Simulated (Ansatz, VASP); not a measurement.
Given: the input of a run of Ansatz 0.2.0 on Ge.

The input input.yaml:

```yaml
crystal:
  lattice:
    - [1.488052925, -2.59468961, 0.0]
    - [1.488052925, 2.59468961, 0.0]
    - [0.0, 0.0, 4.72759579]
  atoms:
    - { symbol: Ge, position: [0.66655337, 0.33344663, 0.25] }
    - { symbol: Ge, position: [0.33344663, 0.66655337, 0.75] }
kpoints:
  mp_grid: { grid: [10, 10, 6] }
scf:
  occupations: { method: gaussian, width: 0.1 }
hamiltonian:
  xc: lda
  pseudopotentials: { kind: all_electron, lapw: { basis_error: 0.001 } }
output:
  forces: true
  stress: true
  eigenvalues: true
```

Potentials or basis: all-electron LAPW, scalar-relativistic.

Command:

```bash
$ ansatz run input.yaml --threads 1 --pin off --max-ram 3072MiB --backend cpu --events-out ev --progress --plain --runs-dir out
```

**Question.** Set up the same calculation for VASP 6.6.1. Potentials there: VASP PAW LDA potentials, release 64 (Ge_d).

**Answer.** As run (the cutoff follows the program's own potentials):

The input INCAR:

```
SYSTEM = Ge
ALGO     = Normal         ! electronic algorithm
EDIFF    = 1E-6           ! SCF threshold, eV
ENCUT    = 520            ! plane-wave cutoff, eV
GGA      = CA             ! functional
ISIF     = 2              ! what is computed and relaxed
ISMEAR   = 0              ! smearing method
LASPH    = .TRUE.         ! aspherical terms in the spheres
LCHARG   = .FALSE.        ! write CHGCAR
LREAL    = .FALSE.        ! projectors in reciprocal space
LWAVE    = .FALSE.        ! write WAVECAR
NBANDS   = 21             ! bands
NELM     = 60             ! most SCF steps
PREC     = Accurate       ! precision mode
SIGMA    = 0.1            ! smearing width, eV
```

File KPOINTS:

```
k-points
0
G
  10 10 6
  0 0 0
```

Contents of POSCAR:

```
Ge
1.0
    1.4880529250     -2.5946896100      0.0000000000
    1.4880529250      2.5946896100      0.0000000000
    0.0000000000      0.0000000000      4.7275957900
Ge
2
Direct
    0.6665533700      0.3334466300      0.2500000000
    0.3334466300      0.6665533700      0.7500000000
```

Potentials or basis: VASP PAW LDA potentials, release 64 (Ge_d).

Command:

```bash
$ cat potpaw_LDA.64/Ge_d/POTCAR > POTCAR
$ mpirun -np 1 vasp_std > vasp.out
```

Both were run:

|  | VASP | Ansatz | Ansatz less VASP |
| --- | --- | --- | --- |
| gap on the k mesh at the Fermi level (eV) | none | none | - |
| pressure (GPa) | -1.3 | -1.2 | +0.07 |
| traceless stress, the component that is largest in VASP (GPa) | 1.49 | 1.49 | 0.000 |

LDA's correlation is that of Perdew and Zunger in VASP and of Perdew and Wang (1992) in Ansatz. A gap of «none» marks a metal or a gap that the smearing closes. Ansatz ran all-electron here, and VASP with PAW potentials.
